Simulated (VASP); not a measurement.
Input of a VASP 6.6.1 run:

Contents of POSCAR:

```
B3As
1.0
   -1.4603713945      1.4603713945      5.1540627365
    1.4603713945     -1.4603713945      5.1540627365
    1.4603713945      1.4603713945     -5.1540627365
B As
3 1
Direct
    0.5000000000      0.5000000000      0.0000000000
    0.2500000000      0.7500000000      0.5000000000
    0.7500000000      0.2500000000      0.5000000000
    0.0000000000      0.0000000000      0.0000000000
```

Contents of INCAR.step1:

```
SYSTEM = B3As
PREC     = Accurate       ! precision mode
ENCUT    = 520            ! plane-wave cutoff, eV
ISMEAR   = 0              ! smearing method
SIGMA    = 0.1            ! smearing width, eV
LREAL    = .FALSE.        ! projectors in reciprocal space
LASPH    = .TRUE.         ! aspherical terms in the spheres
NELM     = 80             ! most SCF steps
NBANDS   = 15             ! bands
GGA      = PE             ! functional
ALGO     = Normal         ! electronic algorithm
EDIFF    = 1E-4           ! SCF threshold, eV
LWAVE    = .TRUE.         ! write WAVECAR
LCHARG   = .FALSE.        ! write CHGCAR
```

INCAR.step2

```
SYSTEM = B3As
PREC     = Accurate       ! precision mode
ENCUT    = 520            ! plane-wave cutoff, eV
EDIFF    = 1E-6           ! SCF threshold, eV
ISMEAR   = 0              ! smearing method
SIGMA    = 0.1            ! smearing width, eV
LREAL    = .FALSE.        ! projectors in reciprocal space
LASPH    = .TRUE.         ! aspherical terms in the spheres
NELM     = 80             ! most SCF steps
ALGO     = Normal         ! electronic algorithm
ISIF     = 2              ! what is computed and relaxed
LWAVE    = .FALSE.        ! write WAVECAR
LCHARG   = .TRUE.         ! write CHGCAR
METAGGA  = R2SCAN         ! meta-GGA
LMIXTAU  = .TRUE.       
LELF     = .TRUE.         ! ELF
LVHAR    = .TRUE.       
NBANDS   = 15             ! bands
ISTART   = 1
```

File KPOINTS:

```
Automatic mesh
0
G
  22 22 22
  0 0 0
```

Potentials or basis: VASP PAW PBE potentials, release 64 (B, As).

Command:

```bash
$ cat potpaw_PBE.64/B/POTCAR potpaw_PBE.64/As/POTCAR > POTCAR
$ cp INCAR.step1 INCAR
$ mpirun -np 1 vasp_std > vasp.out
$ cp INCAR.step2 INCAR
$ mpirun -np 1 vasp_std > vasp.out
```

Task: Estimate the band gap on the k mesh.

Result: Zero (bands 7 and 8 overlap by 5.68 eV).

Task: Estimate the pressure.

Result: 0.2 GPa.

Stress tensor (GPa, compression positive):
```
0.28 0.00 0.00
0.00 0.28 0.00
0.00 0.00 0.01
```

Caveat: the PAW data sets were made with another functional, which shifts forces and pressure a little.
